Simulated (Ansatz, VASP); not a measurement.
## Te in VASP and in Ansatz

The input INCAR:

```
SYSTEM = Te
  PREC = Accurate
  ENCUT = 520
  EDIFF = 1E-6
  ISMEAR = -1
  SIGMA = 0.05
  LREAL = .FALSE.
  LASPH = .TRUE.
  NELM = 80
  ALGO = Normal
  ISIF = 2
  LWAVE = .FALSE.
  LCHARG = .FALSE.
  GGA = PE
  NBANDS = 16
```

KPOINTS

```
regular mesh
0
G
  8 8 8
  0 0 0
```

POSCAR

```
Te
1.0
    4.3611230000     -2.4423360000      0.0000000000
    4.3611230000      2.4423360000      0.0000000000
   -0.1343635000      0.0000000000      3.9573500000
Te
3
Direct
    0.6760000000      0.6760000000      0.6750000000
    0.3240000000      0.3240000000      0.3250000000
    0.0000000000      0.0000000000      0.0000000000
```

Input for Ansatz:

```yaml
crystal:
  lattice:
    - [4.361123, -2.442336, 0.0]
    - [4.361123, 2.442336, 0.0]
    - [-0.1343635, 0.0, 3.95735]
  atoms:
    - { symbol: Te, position: [0.676, 0.676, 0.675] }
    - { symbol: Te, position: [0.324, 0.324, 0.325] }
    - { symbol: Te, position: [0.0, 0.0, 0.0] }
kpoints:
  mp_grid: { grid: [8, 8, 8] }
  band_path:
    path:
      - [0.0, 0.0, 0.0]
      - [-0.328497265, 0.328497265, 0.0]
      - [-0.671502735, -0.328497265, 0.0]
      - [-0.5, -0.5, 0.0]
      - [0.0, 0.0, 0.0]
      - [-0.5, -0.5, 0.5]
      - [-0.677370259, -0.322629741, 0.5]
      - [-0.322629741, 0.322629741, 0.5]
      - [0.0, 0.0, 0.5]
    npoints: 5
scf:
  occupations: { method: fermi_dirac, width: 0.05 }
hamiltonian:
  xc: pbe
  pseudopotentials: { kind: all_electron, lapw: { basis_error: 0.001 } }
output:
  forces: true
  stress: true
  eigenvalues: true
```

Change from the starting cell: equal xx and yy strain of +3 %.

Alike in both runs: task single point; functional PBE; k mesh 8 × 8 × 8; occupations fermi-dirac, width 0.05 eV; no spin polarisation.

|  | VASP | Ansatz |
| --- | --- | --- |
| version | VASP 6.6.1 | Ansatz 0.2.0 |
| potentials or method | VASP PAW PBE potentials, release 64 (Te), cutoff 520 eV | all-electron LAPW, scalar-relativistic |

Ansatz gave:

- pressure (GPa): 3.9
- traceless stress, the component that is largest in VASP (GPa): 2.77
- rms of the force components (eV/Å): 0.149

Question: Which values does VASP return?

Answer: Pressure (GPa): 3.8; traceless stress, the component that is largest in VASP (GPa): 2.77; rms of the force components (eV/Å): 0.150.

Atom by atom the forces differ by 0.001 eV/Å (rms over components). Ansatz ran all-electron here, and VASP with PAW potentials.

Neither program's run includes spin-orbit coupling.
